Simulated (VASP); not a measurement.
# TiO2 (Anatase) (I4_1/amd) in VASP: notebook

The runs below take TiO2 (Anatase) through single point, relaxation of shape and atoms at fixed volume, with LDA.

Everything below comes from runs of VASP 6.6.1. Logs are shortened: lines on timing, memory, paths and dates and some standing lists are left out, and cuts for length are marked.

### Step 1. The cell of the first run

The structure is tetragonal, space group I4_1/amd (No. 141). The conventional cell has a = 3.752 Å, b = 3.752 Å, c = 9.580 Å, α = 90.00°, β = 90.00°, γ = 90.00°. Within 2.5 Å of Ti (site symmetry -4m2) lie 6 O at 1.92 to 1.98 Å. O (site symmetry 2mm) has 3 Ti at 1.92 to 1.98 Å and 2 O at 2.44 Å within 2.5 Å.

### Step 2. Single point, LDA (volume scaled by 1.020)

File INCAR:

```
SYSTEM = TiO2
ALGO     = Normal         ! electronic algorithm
EDIFF    = 1E-6           ! SCF threshold, eV
ENCUT    = 520            ! plane-wave cutoff, eV
ISIF     = 2              ! what is computed and relaxed
ISMEAR   = 0              ! smearing method
LASPH    = .True.         ! aspherical terms in the spheres
LCHARG   = .False.        ! write CHGCAR
LREAL    = .False.        ! projectors in reciprocal space
LWAVE    = .False.        ! write WAVECAR
NBANDS   = 33             ! bands
NELM     = 60             ! most SCF steps
PREC     = Accurate       ! precision mode
SIGMA    = 0.05           ! smearing width, eV
```

File KPOINTS:

```
k-points
0
Gamma
  8 8 8
  0 0 0
```

File POSCAR:

```
TiO2
1.0
   -1.8759727711      1.8759727711      4.7899170680
    1.8759727711     -1.8759727711      4.7899170680
    1.8759727711      1.8759727711     -4.7899170680
Ti O
2 4
Direct
    0.0000000000      0.0000000000      0.0000000000
    0.7500000000      0.2500000000      0.5000000000
    0.2064008863      0.2064008863      0.0000000000
    0.9564008863      0.4564008863      0.5000000000
    0.5435991137      0.0435991137      0.5000000000
    0.7935991137      0.7935991137      0.0000000000
```

Potentials or basis: VASP PAW LDA potentials, release 64 (Ti_sv, O).

Launch:

```bash
cat potpaw_LDA.64/Ti_sv/POTCAR potpaw_LDA.64/O/POTCAR > POTCAR
mpirun -np 1 vasp_std > vasp.out
```

OUTCAR:

```text
SYSTEM = TiO2
   EDIFF = 1E-6
   ENCUT = 520
   ISIF = 2
   ISMEAR = 0
   LASPH = .True.
   LREAL = .False.
   NELM = 60
   PREC = Accurate

 ion  position               nearest neighbor table
   1  0.000  0.000  0.000-   5 1.92   4 1.92   5 1.92   4 1.92   3 1.98   6 1.98
   2  0.750  0.250  0.500-   6 1.92   3 1.92   6 1.92   3 1.92   4 1.98   5 1.98
   3  0.206  0.206  0.000-   2 1.92   2 1.92   1 1.98
   4  0.956  0.456  0.500-   1 1.92   1 1.92   2 1.98
   5  0.544  0.044  0.500-   1 1.92   1 1.92   2 1.98
   6  0.794  0.794  0.000-   2 1.92   2 1.92   1 1.98

  LATTYP: Found a body centered tetragonal cell.
 ALAT       =     3.7519455422
 C/A-ratio  =     2.5532977567

  Lattice vectors:

 A1 = (  -1.8759727711,   1.8759727711,   4.7899170680)
 A2 = (   1.8759727711,  -1.8759727711,   4.7899170680)
 A3 = (   1.8759727711,   1.8759727711,  -4.7899170680)

Analysis of symmetry for initial positions (statically):
=====================================================================
 Subroutine PRICEL returns:
 Original cell was already a primitive cell.

 Routine SETGRP: Setting up the symmetry group for a
 body centered tetragonal supercell.

 Subroutine GETGRP returns: Found 16 space group operations
 (whereof  8 operations were pure point group operations)
 out of a pool of 16 trial point group operations.

The static configuration has the point symmetry D_2d.
 The point group associated with its full space group is D_4h.

Analysis of symmetry for dynamics (positions and initial velocities):
=====================================================================
 Subroutine PRICEL returns:
 Original cell was already a primitive cell.

 Routine SETGRP: Setting up the symmetry group for a
 body centered tetragonal supercell.

 Subroutine GETGRP returns: Found 16 space group operations
 (whereof  8 operations were pure point group operations)
 out of a pool of 16 trial point group operations.

The dynamic configuration has the point symmetry D_2d.
 The point group associated with its full space group is D_4h.

 Subroutine INISYM returns: Found 16 space group operations
 (whereof  8 operations are pure point group operations),
 and found     1 'primitive' translations

----------------------------------------------------------------------------------------

                                     Primitive cell

  volume of cell :      67.4281

  direct lattice vectors                    reciprocal lattice vectors
    -1.875972771  1.875972771  4.789917068     0.000000000  0.266528389  0.104385941
     1.875972771 -1.875972771  4.789917068     0.266528389  0.000000000  0.104385941
     1.875972771  1.875972771 -4.789917068     0.266528389  0.266528389  0.000000000

  length of vectors
     5.475568755  5.475568755  5.475568755     0.286240819  0.286240819  0.376928062

  position of ions in fractional coordinates (direct lattice)
     0.000000000  0.000000000  0.000000000
     0.750000000  0.250000000  0.500000000
     0.206400886  0.206400886  0.000000000
     0.956400886  0.456400886  0.500000000
     0.543599114  0.043599114  0.500000000
     0.793599114  0.793599114  0.000000000

  ion indices of the primitive-cell ions
   primitive index   ion index
                 1           1
                 2           2
                 3           3
                 4           4
                 5           5
                 6           6

----------------------------------------------------------------------------------------

 KPOINTS: k-points

Automatic generation of k-mesh.
 Grid dimensions read from file:
 generate k-points for:    8    8    8

 Generating k-lattice:

  Cartesian coordinates                     Fractional coordinates (reciprocal lattice)
     0.000000000  0.033316049  0.013048243     0.125000000  0.000000000  0.000000000
     0.033316049  0.000000000  0.013048243     0.000000000  0.125000000  0.000000000
     0.033316049  0.033316049  0.000000000     0.000000000  0.000000000  0.125000000

  Length of vectors
     0.035780102  0.035780102  0.047116008

  Shift w.r.t. Gamma in fractional coordinates (k-lattice)
     0.000000000  0.000000000  0.000000000

 Subroutine IBZKPT returns following result:
 ===========================================

 Found     59 irreducible k-points:

 Following reciprocal coordinates:
            Coordinates               Weight
  0.000000  0.000000  0.000000      1.000000
  0.125000  0.000000 -0.000000      8.000000
  0.250000  0.000000 -0.000000      8.000000
  0.375000  0.000000 -0.000000      8.000000
  0.500000  0.000000 -0.000000      4.000000
  0.125000  0.125000 -0.000000      8.000000
[... 16 lines left out ...]
  0.250000  0.125000  0.125000     16.000000
  0.375000  0.125000  0.125000      8.000000
 [... further k-points ...]
   k-points           NKPTS =     59   k-points in BZ     NKDIM =     59   number of bands    NBANDS=     33
   number of dos      NEDOS =    301   number of ions     NIONS =      6
   total plane-waves  NPLWV =  74088
   dimension x,y,z NGX =    42 NGY =   42 NGZ =   42
   dimension x,y,z NGXF=    84 NGYF=   84 NGZF=   84
   ions per type =               2   4
   NGX,Y,Z   is equivalent  to a cutoff of  12.75, 12.75, 12.75 a.u.
   NGXF,Y,Z  is equivalent  to a cutoff of  25.50, 25.50, 25.50 a.u.
 SYSTEM =  TiO2
   PREC   = accura    normal or accurate (medium, high low for compatibility)
   ISTART =      0    job   : 0-new  1-cont  2-samecut
   ICHARG =      2    charge: 1-file 2-atom 10-const
   ISPIN  =      1    spin polarized calculation?
   LNONCOLLINEAR =      F non collinear calculations
   LSORBIT =      F    spin-orbit coupling
   LASPH  =      T    aspherical Exc in radial PAW
   ENCUT  =  520.0 eV  38.22 Ry    6.18 a.u.  10.18 10.18 10.18*2*pi/ulx,y,z
   NELM   =     60;   NELMIN=  2; NELMDL= -5     # of ELM steps
   EDIFF  = 0.1E-05   stopping-criterion for ELM
   LREAL  =      F    real-space projection
   EDIFFG = 0.1E-04   stopping-criterion for IOM
   NSW    =      0    number of steps for IOM
   IBRION =     -1    ionic relax: 0-MD 1-quasi-New 2-CG
   NFREE  =      0    steps in history (QN), initial steepest desc. (CG)
   ISIF   =      2    stress and relaxation
   ISYM   =      2    0-nonsym 1-usesym 2-fastsym
   POTIM  = 0.5000    time-step for ionic-motion
   TEBEG  =    0.0;   TEEND  =   0.0 temperature during run
   PSTRESS=    0.0 pullay stress
   NELECT =      48.0000    total number of electrons
   NUPDOWN=      -1.0000    fix difference up-down
   EMIN   =  10.00;   EMAX   =-10.00  energy-range for DOS
   EFERMI =   0.00;   METHOD = LEGACY
   ISMEAR =     0;   SIGMA  =   0.05  broadening in eV -4-tet -1-fermi 0-gaus
   EFERMI_NEDOS =   21; number of points for ismear=-14 and -15
   IALGO  =     38    algorithm
   IMIX   =      4    mixing-type and parameters
     AMIX     =   0.40;   BMIX     =  1.00
     AMIX_MAG =   1.60;   BMIX_MAG =  1.00
  volume/ion in A,a.u.               =      11.24        75.84
  Fermi-wavevector in a.u.,A,eV,Ry     =   1.461756  2.762318 29.071986  2.136731
  Thomas-Fermi vector in A             =   2.578050
   LORBIT       =      0    0 simple, 1 ext, 2 COOP (PROOUT), +10 PAW based schemes
   GGA     = CA    functional components
   LHFCALC =     F    Hartree Fock is set to
   AEXX    =    0.0000 exact exchange contribution
   IVDW    =     0    specifies the selected vdW correction
   LEPSILON=     F    determine dielectric tensor
   LRPA    =     F    only Hartree local field effects (RPA)
 non-spin polarized calculation
 Gauss-broadening in eV      SIGMA  =   0.05
  energy-cutoff  :      520.00
  volume of cell :       67.43
 maximum number of plane-waves:      1834
 NGX is ok and might be reduce to    42
   NGX = 21   NGY = 21   NGZ = 21

 number of electron      48.0000002 magnetization

 Free energy of the ion-electron system (eV)
  ---------------------------------------------------
  ext. energy  EPLUGINS =         0.00000000
  ---------------------------------------------------
  free energy    TOTEN  =       -58.82969258 eV

  energy without entropy =      -58.82969258  energy(sigma->0) =      -58.82969258

 E-fermi :   3.3496     XC(G=0): -11.3888

 val. band max:        3.1376232904   @ k =  -0.3750   0.3750   0.0000
 cond. band min:       5.2573917474   @ k =   0.0000   0.0000   0.0000
 fundamental gap:      2.1197684570
 Fermi energy:         3.3495864019

 k-point     1 :       0.0000    0.0000    0.0000
  band No.  band energies     occupation
      1     -52.4060      2.00000
      2     -52.3402      2.00000
      3     -29.3058      2.00000
      4     -29.0425      2.00000
      5     -29.0425      2.00000
      6     -28.9677      2.00000
[... 25 lines left out ...]
     32       8.6016      0.00000
     33       8.7260      0.00000

 k-point     2 :       0.1250    0.0000   -0.0000
  band No.  band energies     occupation
      1     -52.4037      2.00000
      2     -52.3417      2.00000
      3     -29.3009      2.00000
      4     -29.0642      2.00000
      5     -29.0440      2.00000
      6     -28.9770      2.00000
[... 25 lines left out ...]
     32       8.8530      0.00000
     33       9.1515      0.00000

 k-point     3 :       0.2500    0.0000   -0.0000
  band No.  band energies     occupation
      1     -52.3977      2.00000
      2     -52.3457      2.00000
      3     -29.2892      2.00000
      4     -29.1143      2.00000
      5     -29.0473      2.00000
      6     -28.9961      2.00000
[... 25 lines left out ...]
     32       9.2354      0.00000
     33       9.5503      0.00000

 k-point     4 :       0.3750    0.0000   -0.0000
  band No.  band energies     occupation
      1     -52.3905      2.00000
      2     -52.3511      2.00000
      3     -29.2774      2.00000
      4     -29.1645      2.00000
      5     -29.0501      2.00000
      6     -29.0082      2.00000
[... 25 lines left out ...]
     32       9.4179      0.00000
     33       9.7518      0.00000

 k-point     5 :       0.5000    0.0000   -0.0000
  band No.  band energies     occupation
      1     -52.3868      2.00000
      2     -52.3540      2.00000
      3     -29.2716      2.00000
      4     -29.1869      2.00000
      5     -29.0511      2.00000
      6     -29.0104      2.00000
[... 604 lines left out ...]
 k-point    22 :       0.1250    0.1250    0.1250
  band No.  band energies     occupation
      1     -52.3918      2.00000
      2     -52.3489      2.00000
      3     -29.2873      2.00000
      4     -29.1449      2.00000
      5     -29.0811      2.00000
      6     -29.0247      2.00000
[... 25 lines left out ...]
     32       9.9184      0.00000
     33      10.3085      0.00000

 k-point    23 :       0.2500    0.1250    0.1250
  band No.  band energies     occupation
      1     -52.3846      2.00000
      2     -52.3542      2.00000
      3     -29.2765      2.00000
      4     -29.1868      2.00000
      5     -29.0901      2.00000
      6     -29.0437      2.00000
[... 25 lines left out ...]
     32       9.9564      0.00000
     33      10.4675      0.00000

 k-point    24 :       0.3750    0.1250    0.1250
  band No.  band energies     occupation
      1     -52.3806      2.00000
      2     -52.3574      2.00000
      3     -29.2704      2.00000
      4     -29.2075      2.00000
      5     -29.0921      2.00000
      6     -29.0506      2.00000
[... 25 lines left out ...]
     32       9.9274      0.00000
     33      10.5304      0.00000

 [... further k-points ...]

------------------------ aborting loop because EDIFF is reached ----------------------------------------

  FORCE on cell =-STRESS in cart. coord.  units (eV):
  Direction    XX          YY          ZZ          XY          YZ          ZX
  --------------------------------------------------------------------------------------
  -------------------------------------------------------------------------------------
  Total       -1.0825347     -1.0825347     -1.0286703      0.0000000      0.0000000      0.0000000
  in kB      -25.7223923    -25.7223923    -24.4425054      0.0000000      0.0000000      0.0000000
  external PRESSURE =     -25.2957634 kB  Pullay stress =       0.0000000 kB

 VOLUME and BASIS-vectors are now :
 -----------------------------------------------------------------------------
  energy-cutoff  :      520.00
  volume of cell :       67.43
      direct lattice vectors                 reciprocal lattice vectors
    -1.875972771  1.875972771  4.789917068     0.000000000  0.266528389  0.104385941
     1.875972771 -1.875972771  4.789917068     0.266528389  0.000000000  0.104385941
     1.875972771  1.875972771 -4.789917068     0.266528389  0.266528389  0.000000000

 POSITION                                       TOTAL-FORCE (eV/Angst)
 -----------------------------------------------------------------------------------
      0.00000      0.00000      0.00000         0.000000      0.000000     -0.000000
     -0.00000      1.87597      2.39496         0.000000      0.000000      0.000000
      0.00000      0.00000      1.97729        -0.000000      0.000000      0.031191
     -0.00000      1.87597      4.37224         0.000000     -0.000000      0.031191
      0.00000      1.87597      0.41767         0.000000     -0.000000     -0.031191
      0.00000      0.00000      7.60255        -0.000000      0.000000     -0.031191
 -----------------------------------------------------------------------------------
    total drift:                                0.000000      0.000000     -0.000000

  FREE ENERGIE OF THE ION-ELECTRON SYSTEM (eV)
  ---------------------------------------------------
  free  energy   TOTEN  =       -58.8296925774 eV

  energy  without entropy=      -58.8296925774  energy(sigma->0) =      -58.82969258
```

Run time: 4 min. Hardware: 1 thread of Intel Xeon 6975P-C (Granite Rapids), shared host; peak memory 0.27 GiB.

Results:

```
Free energy            : -58.8297 eV
Pressure               : -2.5 GPa
Largest force          : 0.031 eV/Å
Band gap on the k mesh : 2.12 eV, indirect (least direct gap 2.40 eV)
```

Forces on the atoms (eV/Å):
```
Ti   0.000  0.000  0.000
Ti   0.000  0.000  0.000
O    0.000  0.000  0.031
O    0.000  0.000  0.031
O    0.000  0.000 -0.031
O    0.000  0.000 -0.031
```

Stress tensor (GPa, compression positive):
```
-2.57  0.00  0.00
 0.00 -2.57  0.00
 0.00  0.00 -2.44
```

 A k mesh can miss the band edges.

### Step 3. Single point, LDA (volume scaled by 1.040)

File INCAR:

```
SYSTEM = TiO2
  PREC = Accurate
  ENCUT = 520
  EDIFF = 1E-6
  ISMEAR = 0
  SIGMA = 0.05
  LREAL = .FALSE.
  LASPH = .TRUE.
  NELM = 100
  ALGO = Normal
  ISIF = 2
  LWAVE = .FALSE.
  LCHARG = .FALSE.
  NBANDS = 33
```

File KPOINTS:

```
regular mesh
0
G
  8 8 8
  0 0 0
```

File POSCAR:

```
TiO2
1.0
   -1.8823532506      1.8823532506      4.8507843310
    1.8823532506     -1.8823532506      4.8507843310
    1.8823532506      1.8823532506     -4.8507843310
Ti O
2 4
Direct
    0.0000000000      0.0000000000      0.0000000000
    0.7500000000      0.2500000000      0.5000000000
    0.2049362703      0.2049362703      0.0000000000
    0.9549362703      0.4549362703      0.5000000000
    0.5450637297      0.0450637297      0.5000000000
    0.7950637297      0.7950637297      0.0000000000
```

Potentials or basis: VASP PAW LDA potentials, release 64 (Ti_sv, O).

Launch:

```bash
cat potpaw_LDA.64/Ti_sv/POTCAR potpaw_LDA.64/O/POTCAR > POTCAR
mpirun -np 1 vasp_std > vasp.out
```

Wall time 3 min (1 thread of Intel Xeon 6975P-C (Granite Rapids), shared host); peak memory 0.27 GiB.

Results (log left out):

| Property | Result |
| --- | --- |
| Free energy | -58.7946 eV |
| Pressure | -6.1 GPa |
| Largest force | 0.029 eV/Å |
| Band gap on the k mesh | 2.13 eV, indirect (least direct gap 2.38 eV) |

Forces in eV/Å, atoms in the order of the input:
```
Ti   0.000  0.000  0.000
Ti   0.000  0.000  0.000
O    0.000  0.000  0.029
O    0.000  0.000  0.029
O    0.000  0.000 -0.029
O    0.000  0.000 -0.029
```

Stress tensor (GPa, compression positive):
```
-6.11  0.00  0.00
 0.00 -6.11  0.00
 0.00  0.00 -5.96
```

Levels at points of the mesh, in eV from the valence-band top:
```csv
k point,band 22,band 23,band 24,band 25,band 26,band 27
"(0.00, 0.00, 0.00)",-0.75,-0.38,-0.38,2.13,2.83,4.14
"(0.50, 0.00, 0.00)",-0.87,-0.76,-0.60,3.26,3.55,3.60
"(0.50, 0.50, 0.00)",-1.98,-0.04,-0.04,3.26,3.26,3.78
"(0.50, 0.50, 0.50)",-1.18,-0.03,-0.03,2.47,2.47,3.82
```

 A k mesh can miss the band edges.

[end of part 1 of 2]
